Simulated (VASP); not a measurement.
# Au (P6_3/mmc) in VASP: single point with PBEsol

Aim: the single point of Au with PBEsol.

Everything below comes from runs of VASP 6.6.1. Logs are shortened: lines on timing, memory, paths and dates and some standing lists are left out, and cuts for length are marked.

### Step 1. The cell of the first run

Symmetry: P6_3/mmc, No. 194, hexagonal system. Conventional cell: a = 2.856 Å, b = 2.856 Å, c = 4.734 Å, α = 90.00°, β = 90.00°, γ = 120.00°. Au (site symmetry -6m2) has 12 Au at 2.86 to 2.88 Å within 3.8 Å.

This isn't the form of Au at room conditions, which is fcc.

### Step 2. Single point, PBEsol (strain -0.015 along x and y, -0.030 along z)

INCAR

```
SYSTEM = Au
PREC = Accurate
ENCUT = 520
EDIFF = 1E-6
ISMEAR = 0
SIGMA = 0.15
LREAL = .False.
LASPH = .True.
NELM = 100
ALGO = Fast
ISIF = 2
LWAVE = .False.
LCHARG = .False.
GGA = PS
NBANDS = 18
```

KPOINTS

```
Automatic mesh
0
Gamma
  18 18 10
  0 0 0
```

POSCAR

```
Au
1.0
    2.8564984343      0.0000000000      0.0000000000
   -1.4282492171      2.4738002100      0.0000000000
    0.0000000000      0.0000000000      4.7336000000
Au
2
Direct
    0.3333333333      0.6666666667      0.7500000000
    0.6666666667      0.3333333333      0.2500000000
```

Potentials or basis: VASP PAW PBE potentials, release 64 (Au).

On the command line:

```
$ cat potpaw_PBE.64/Au/POTCAR > POTCAR
$ mpirun -np 1 vasp_std > vasp.out
```

OUTCAR:

```text
SYSTEM = Au
   PREC = Accurate
   ENCUT = 520
   EDIFF = 1E-6
   ISMEAR = 0
   LREAL = .False.
   LASPH = .True.
   NELM = 100
   ISIF = 2
   GGA = PS

 ion  position               nearest neighbor table
   1  0.333  0.667  0.750-   2 2.88   2 2.88   2 2.88   2 2.88   2 2.88   2 2.88
   2  0.667  0.333  0.250-   1 2.88   1 2.88   1 2.88   1 2.88   1 2.88   1 2.88

  LATTYP: Found a hexagonal cell.
 ALAT       =     2.8564984343
 C/A-ratio  =     1.6571337632

  Lattice vectors:

 A1 = (   2.8564984343,   0.0000000000,   0.0000000000)
 A2 = (  -1.4282492171,   2.4738002100,   0.0000000000)
 A3 = (   0.0000000000,   0.0000000000,   4.7336000000)

Analysis of symmetry for initial positions (statically):
=====================================================================
 Subroutine PRICEL returns:
 Original cell was already a primitive cell.

 Routine SETGRP: Setting up the symmetry group for a
 hexagonal supercell.

 Subroutine GETGRP returns: Found 24 space group operations
 (whereof 12 operations were pure point group operations)
 out of a pool of 24 trial point group operations.

The static configuration has the point symmetry D_3d.
 The point group associated with its full space group is D_6h.

Analysis of symmetry for dynamics (positions and initial velocities):
=====================================================================
 Subroutine PRICEL returns:
 Original cell was already a primitive cell.

 Routine SETGRP: Setting up the symmetry group for a
 hexagonal supercell.

 Subroutine GETGRP returns: Found 24 space group operations
 (whereof 12 operations were pure point group operations)
 out of a pool of 24 trial point group operations.

The dynamic configuration has the point symmetry D_3d.
 The point group associated with its full space group is D_6h.

 Subroutine INISYM returns: Found 24 space group operations
 (whereof 12 operations are pure point group operations),
 and found     1 'primitive' translations

----------------------------------------------------------------------------------------

                                     Primitive cell

  volume of cell :      33.4495

  direct lattice vectors                    reciprocal lattice vectors
     2.856498434  0.000000000  0.000000000     0.350078960  0.202118182  0.000000000
    -1.428249217  2.473800210  0.000000000     0.000000000  0.404236363  0.000000000
     0.000000000  0.000000000  4.733600000     0.000000000  0.000000000  0.211255704

  length of vectors
[... 78 lines left out ...]
   LSORBIT =      F    spin-orbit coupling
   LASPH  =      T    aspherical Exc in radial PAW
   ENCUT  =  520.0 eV  38.22 Ry    6.18 a.u.   5.31  5.31  8.80*2*pi/ulx,y,z
   NELM   =    100;   NELMIN=  2; NELMDL= -5     # of ELM steps
   EDIFF  = 0.1E-05   stopping-criterion for ELM
   LREAL  =      F    real-space projection
   EDIFFG = 0.1E-04   stopping-criterion for IOM
   NSW    =      0    number of steps for IOM
   IBRION =     -1    ionic relax: 0-MD 1-quasi-New 2-CG
   NFREE  =      0    steps in history (QN), initial steepest desc. (CG)
   ISIF   =      2    stress and relaxation
   ISYM   =      2    0-nonsym 1-usesym 2-fastsym
   POTIM  = 0.5000    time-step for ionic-motion
   TEBEG  =    0.0;   TEEND  =   0.0 temperature during run
   PSTRESS=    0.0 pullay stress
   NELECT =      22.0000    total number of electrons
   NUPDOWN=      -1.0000    fix difference up-down
   EMIN   =  10.00;   EMAX   =-10.00  energy-range for DOS
   EFERMI =   0.00;   METHOD = LEGACY
   ISMEAR =     0;   SIGMA  =   0.15  broadening in eV -4-tet -1-fermi 0-gaus
   EFERMI_NEDOS =   21; number of points for ismear=-14 and -15
   IALGO  =     68    algorithm
   IMIX   =      4    mixing-type and parameters
     AMIX     =   0.40;   BMIX     =  1.00
     AMIX_MAG =   1.60;   BMIX_MAG =  1.00
  volume/ion in A,a.u.               =      16.72       112.86
  Fermi-wavevector in a.u.,A,eV,Ry     =   1.423702  2.690406 27.578009  2.026927
  Thomas-Fermi vector in A             =   2.544271
   LORBIT       =      0    0 simple, 1 ext, 2 COOP (PROOUT), +10 PAW based schemes
   GGA     = PS    functional components
   LHFCALC =     F    Hartree Fock is set to
   AEXX    =    0.0000 exact exchange contribution
   IVDW    =     0    specifies the selected vdW correction
   LEPSILON=     F    determine dielectric tensor
   LRPA    =     F    only Hartree local field effects (RPA)
 non-spin polarized calculation
 RMM-DIIS sequential band-by-band and
 Gauss-broadening in eV      SIGMA  =   0.15
  energy-cutoff  :      520.00
  volume of cell :       33.45
 maximum number of plane-waves:       916
 NGX is ok and might be reduce to    24
   NGX = 11   NGY = 11   NGZ = 17

 number of electron      22.0000000 magnetization

 Free energy of the ion-electron system (eV)
  ---------------------------------------------------
  ext. energy  EPLUGINS =         0.00000000
  ---------------------------------------------------
  free energy    TOTEN  =        -7.82642960 eV

  energy without entropy =       -7.81697560  energy(sigma->0) =       -7.82170260

 E-fermi :   9.5310     XC(G=0): -12.9966

 val. band max:        9.5231269377   @ k =   0.2778   0.2222   0.2000
 cond. band min:       9.5315924190   @ k =   0.3889   0.0000   0.4000
 fundamental gap:      0.0084654813
 Fermi energy:         9.5310329055

 k-point     1 :       0.0000    0.0000    0.0000
  band No.  band energies     occupation
      1      -0.5285      2.00000
      2       2.0346      2.00000
      3       4.7029      2.00000
      4       4.9203      2.00000
      5       4.9203      2.00000
      6       5.2636      2.00000
[... 481 lines left out ...]
      5       5.1484      2.00000
      6       5.1905      2.00000
[... 10 lines left out ...]
     17      21.9216      0.00000
     18      24.2588      0.00000

 [... further k-points ...]
[... 5 lines left out ...]
  --------------------------------------------------------------------------------------
  -------------------------------------------------------------------------------------
  Total        0.5723016      0.5723016      0.7479901      0.0000000     -0.0000000      0.0000000
  in kB       27.4122915     27.4122915     35.8274788      0.0000000     -0.0000000      0.0000000
  external PRESSURE =      30.2173539 kB  Pullay stress =       0.0000000 kB

 VOLUME and BASIS-vectors are now :
 -----------------------------------------------------------------------------
  energy-cutoff  :      520.00
  volume of cell :       33.45
      direct lattice vectors                 reciprocal lattice vectors
     2.856498434  0.000000000  0.000000000     0.350078960  0.202118182  0.000000000
    -1.428249217  2.473800210  0.000000000     0.000000000  0.404236363  0.000000000
     0.000000000  0.000000000  4.733600000     0.000000000  0.000000000  0.211255704

 POSITION                                       TOTAL-FORCE (eV/Angst)
 -----------------------------------------------------------------------------------
     -0.00000      1.64920      3.55020         0.000000     -0.000000      0.000000
      1.42825      0.82460      1.18340        -0.000000      0.000000      0.000000
 -----------------------------------------------------------------------------------
    total drift:                                0.000000     -0.000000      0.000000

  FREE ENERGIE OF THE ION-ELECTRON SYSTEM (eV)
  ---------------------------------------------------
  free  energy   TOTEN  =        -7.8264295981 eV

  energy  without entropy=       -7.8169755951  energy(sigma->0) =       -7.82170260
```

OSZICAR:

```text
N       E                     dE             d eps       ncg     rms          rms(c)
DAV:   1     0.123799850390E+03    0.12380E+03   -0.11779E+04  8000   0.119E+03
DAV:   2    -0.640280075479E+01   -0.13020E+03   -0.12450E+03  8478   0.266E+02
DAV:   3    -0.850282084504E+01   -0.21000E+01   -0.20880E+01  9382   0.341E+01
DAV:   4    -0.851179793140E+01   -0.89771E-02   -0.89761E-02  8888   0.232E+00
DAV:   5    -0.851187582851E+01   -0.77897E-04   -0.77897E-04  8888   0.230E-01    0.143E+01
RMM:   6    -0.787940899025E+01    0.63247E+00   -0.10622E+00  7995   0.773E+00    0.878E+00
RMM:   7    -0.783318046744E+01    0.46229E-01   -0.16393E-01  8198   0.320E+00    0.352E+00
RMM:   8    -0.782657143888E+01    0.66090E-02   -0.22708E-02  8274   0.116E+00    0.619E-01
RMM:   9    -0.782642509094E+01    0.14635E-03   -0.13078E-03  8828   0.274E-01    0.167E-01
RMM:  10    -0.782643677344E+01   -0.11683E-04   -0.18887E-04  8847   0.917E-02    0.166E-01
RMM:  11    -0.782642936678E+01    0.74067E-05   -0.33727E-05  8745   0.410E-02    0.168E-02
RMM:  12    -0.782642959812E+01   -0.23134E-06   -0.46708E-06  7328   0.139E-02
   1 F= -.78264296E+01 E0= -.78217026E+01  d E =-.945400E-02
```

Run time: 74 s. Hardware: 1 thread of Intel Xeon Platinum 8375C at 2.90GHz (Ice Lake), shared host; peak memory 0.24 GiB.

What came out:

| Quantity | Value |
| --- | --- |
| Free energy | -7.8264 eV |
| Pressure | 3.0 GPa |
| Band gap on the k mesh | zero (bands 11 and 12 overlap by 7.04 eV) |

Stress tensor (GPa, compression positive):
```
2.74 0.00 0.00
0.00 2.74 0.00
0.00 0.00 3.58
```

Caveat: the cell differs from its parent crystal (strain -0.015 along x and y, -0.030 along z); the cell stands under pressure; the PAW data sets were made with another functional, which shifts forces and pressure a little; spin-orbit coupling is left out, which moves the levels of the heavy elements.
